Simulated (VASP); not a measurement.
Here is a VASP 6.6.1 calculation.

File INCAR:

```
SYSTEM = Yb
PREC = Accurate ; ENCUT = 520
EDIFF = 1E-7 ; ISMEAR = 1
SIGMA = 0.03 ; LREAL = .FALSE.
LASPH = .TRUE. ; NELM = 80
ALGO = Normal ; ISIF = 2
LWAVE = .FALSE. ; LCHARG = .FALSE.
GGA = CA ; NBANDS = 18
```

File KPOINTS:

```
Automatic mesh
0
G
  11 11 11
  0 0 0
```

The input POSCAR:

```
Yb
1.0
    0.0000000000      2.4569516026      2.4569516026
    2.4569516026      0.0000000000      2.4569516026
    2.4569516026      2.4569516026      0.0000000000
Yb
1
Direct
    0.0000000000      0.0000000000      0.0000000000
```

Potentials or basis: VASP PAW PBE potentials, release 64 (Yb).

Run with:

```bash
$ cat potpaw_PBE.64/Yb/POTCAR > POTCAR
$ mpirun -np 1 vasp_std > vasp.out
```

Question: What does it give for the band gap on the k mesh?

Answer: Zero (bands 12 and 13 overlap by 0.14 eV).

Question: Estimate the pressure.

Answer: -0.2 GPa.

Caveat: the PAW data sets were made with another functional, which shifts forces and pressure a little; spin-orbit coupling is left out, which moves the levels of the heavy elements. Spin polarisation is off, so any magnetic state and its effect on volume and gap are missing.
